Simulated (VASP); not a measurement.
Write the native input for VASP 6.6.1 that does the following.

| Property | Result |
| --- | --- |
| Task | electric field gradients |
| Functional | LDA |
| Potentials or basis | VASP PAW LDA potentials, release 64 (Si) |
| Cutoff | 520 eV |
| k mesh | 12 × 12 × 12 |
| Occupations | fermi-dirac, width 0.08 eV |
| Spin | no spin polarisation |
| Dipole correction | no |
| Further INCAR settings | ALGO = Normal; EDIFF = 1e-08; NBANDS = 11 |

The structure of Si lies in POSCAR:

```
Si
1.0
    0.0000000000      2.7512039663      2.7512039663
    2.7512039663      0.0000000000      2.7512039663
    2.7512039663      2.7512039663      0.0000000000
Si
2
Direct
    0.5000000000      0.5000000000      0.5000000000
    0.7500000000      0.7500000000      0.7500000000
```

These files were run (other wordings do the same):

INCAR

```
  PREC = Accurate
  ENCUT = 520
  EDIFF = 1E-8
  ISMEAR = -1
  SIGMA = 0.08
  LREAL = F
  LASPH = T
  NELM = 80
  ALGO = Normal
  ISIF = 2
  LWAVE = F
  LCHARG = F
  LEFG = T
  NBANDS = 11
```

KPOINTS

```
regular mesh
0
Gamma
  12 12 12
```

Potentials or basis: VASP PAW LDA potentials, release 64 (Si).

The run is started by

```console
$ cat potpaw_LDA.64/Si/POTCAR > POTCAR
$ mpirun -np 1 vasp_std > vasp.out
```

It gave:

| Item | Value |
| --- | --- |
| Pressure | -4.7 GPa |
| Band gap on the k mesh | 0.53 eV (least direct gap 2.45 eV) |
| Largest electric field gradient by atom | zero within the noise of the run |

Caveat: the cell stands under tension.

It took 20 s on 1 thread of AMD EPYC 7R13 Processor (Zen 3) (shared host), peak memory 0.12 GiB.
